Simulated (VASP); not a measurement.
Runs of VASP 6.6.1 on Ir. The structure is that of space group Fm-3m (No. 225), or close to it. The cells are those of the table. 

| cell | gap on the mesh (eV) | pressure (GPa) |
| --- | --- | --- |
| a = 2.735, b = 2.735, c = 2.715 Å, angles 60.2, 60.2, 59.5°, 1 atom | none | -12.6 |
| a = 2.695, b = 2.695, c = 2.715 Å, angles 59.8, 59.8, 60.5°, 1 atom | none | -1.6 |
| a = 2.797, b = 2.797, c = 2.715 Å, angles 61.0, 61.0, 58.1°, 1 atom | none | -25.1 |
| a = 2.756, b = 2.756, c = 2.715 Å, angles 60.5, 60.5, 59.0°, 1 atom | none | (a) |
| a = 2.777, b = 2.777, c = 2.715 Å, angles 60.7, 60.7, 58.5°, 1 atom | none | (b) |
| a = 2.787, b = 2.787, c = 2.715 Å, angles 60.9, 60.9, 58.3°, 1 atom | none | -23.3 |

Alike in all rows: task single point; level LDA; potentials or basis VASP PAW LDA potentials, release 64 (Ir_sv_GW); no spin polarisation; k mesh 8 × 8 × 8; cutoff (eV) 560; smearing gaussian 0.15 eV.

Question: Estimate the missing entries.

Answer: (a) -17.3; (b) -21.4.

Caveats: spin-orbit coupling is left out, which moves the levels of the heavy elements; the stress differs along the axes, from -16 to -11 GPa (at least some runs); the stress differs along the axes, from -3 to 2 GPa (at least some runs); the stress differs along the axes, from -37 to -19 GPa (at least some runs); the stress differs along the axes, from -24 to -14 GPa (at least some runs); the stress differs along the axes, from -31 to -17 GPa (at least some runs); the stress differs along the axes, from -34 to -18 GPa (at least some runs).

A k mesh can miss the band edges, and the runs leave out spin-orbit coupling on Ir.

A gap of «none» marks levels without a gap at the run's occupations.
